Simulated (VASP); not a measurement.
Set up this calculation in VASP 6.6.1, as the native input.

| Quantity | Value |
| --- | --- |
| Task | single point |
| Functional | HSE06 |
| Potentials or basis | VASP PAW PBE potentials, release 64 (Ta_pv, N) |
| Cutoff | 520 eV |
| k mesh | 6 × 6 × 6 |
| Occupations | fermi-dirac, width 0.05 eV |
| Spin | no spin polarisation |
| Dipole correction | no |
| Grid for exact exchange (PRECFOCK) | Normal |
| Further INCAR settings | ALGO = Normal; EDIFF = 1e-07; NBANDS = 15 |
| Share of exact exchange | 0.25 |
| Screening parameter | 0.2079 1/Å |

Crystal: TaN.

```xyz
2
Lattice="2.8983 0.0000 0.0000 -1.4491 2.5100 0.0000 0.0000 0.0000 2.8440" Properties=species:S:1:pos:R:3 pbc="T T T"
Ta    0.0000    0.0000    1.4220
N     1.4491    0.8367    0.0000
```

These files were run (other wordings do the same):

POSCAR

```
TaN
1.0
    2.8982924298      0.0000000000      0.0000000000
   -1.4491462149      2.5099948717      0.0000000000
    0.0000000000      0.0000000000      2.8440357641
Ta N
1 1
Direct
    0.0000000000      0.0000000000      0.5000000000
    0.6666666667      0.3333333333      0.0000000000
```

INCAR.step1

```
SYSTEM = TaN
ALGO = Normal
EDIFF = 1E-5
ENCUT = 520
GGA = PE
ISIF = 2
ISMEAR = -1
LASPH = .TRUE.
LCHARG = .FALSE.
LREAL = .FALSE.
LWAVE = .TRUE.
NBANDS = 15
NELM = 100
PREC = Accurate
SIGMA = 0.05
```

INCAR.step2

```
SYSTEM = TaN
ALGO = Normal
EDIFF = 1E-7
ENCUT = 520
GGA = PE
HFSCREEN = 0.2079
ISIF = 2
ISMEAR = -1
ISTART = 1
LASPH = .TRUE.
LCHARG = .FALSE.
LHFCALC = .TRUE.
LREAL = .FALSE.
LWAVE = .FALSE.
NBANDS = 15
NELM = 100
PREC = Accurate
PRECFOCK = Normal
SIGMA = 0.05
```

KPOINTS

```
k-points
0
G
  6 6 6
  0 0 0
```

Potentials or basis: VASP PAW PBE potentials, release 64 (Ta_pv, N).

Launch:

```bash
$ cat potpaw_PBE.64/Ta_pv/POTCAR potpaw_PBE.64/N/POTCAR > POTCAR
$ cp INCAR.step1 INCAR
$ mpirun -np 1 vasp_std > vasp.out
$ cp INCAR.step2 INCAR
$ mpirun -np 1 vasp_std > vasp.out
```

It gave:

| Quantity | Value |
| --- | --- |
| Pressure | 11.8 GPa |
| Band gap on the k mesh | zero (bands 8 and 9 overlap by 0.43 eV) |

Caveat: the k points lie up to 0.42 Å⁻¹ apart; the PAW data sets were made with another functional, which shifts forces and pressure a little; spin-orbit coupling is left out, which moves the levels of the heavy elements.

It took 45 min on 1 thread of AMD EPYC 7R43 64-Core Processor (Zen 3), with other jobs on the host, peak memory 0.22 GiB.
